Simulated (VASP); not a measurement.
**KF: single point with r2SCAN**

The system is KF.

```
K F
1.0
     0.00000    2.87669    2.87669
     2.87669    0.00000    2.87669
     2.87669    2.87669    0.00000
K F
1 1
Direct
  0.00000 0.00000 0.00000
  0.25000 0.25000 0.25000
```

This cell differs from its parent crystal: strain -2.0%.

```yaml
Program: VASP 6.6.1
Task: single point
Functional: r2SCAN
Potentials_or_basis: VASP PAW PBE potentials, release 64 (K_sv, F)
Cutoff: 520 eV
k_mesh: 8 × 8 × 8
Occupations: gaussian, width 0.01 eV
Spin: no spin polarisation
```

```
Pressure               : 1.7 GPa
Band gap on the k mesh : 5.89 eV, indirect (least direct gap 6.15 eV)
```

Levels at points of the mesh, in eV from the valence-band top:
| k point | band 6 | band 7 | band 8 | band 9 | band 10 | band 11 |
| --- | --- | --- | --- | --- | --- | --- |
| (0.00, 0.00, 0.00) | -0.26 | -0.26 | -0.26 | 5.89 | 12.87 | 12.87 |
| (0.50, 0.00, 0.00) | -0.28 | -0.15 | -0.15 | 8.76 | 10.17 | 11.91 |
| (0.50, 0.50, 0.00) | -0.50 | 0.00 | 0.00 | 8.98 | 9.08 | 13.77 |

Run time: 2 min on 1 thread of AMD EPYC 7R43 64-Core Processor (Zen 3), on a shared host, peak memory 0.14 GiB.

Caveat: the cell differs from its parent crystal (strain -2.0%); the PAW data sets were made with another functional, which shifts forces and pressure a little. A k mesh can miss the band edges.
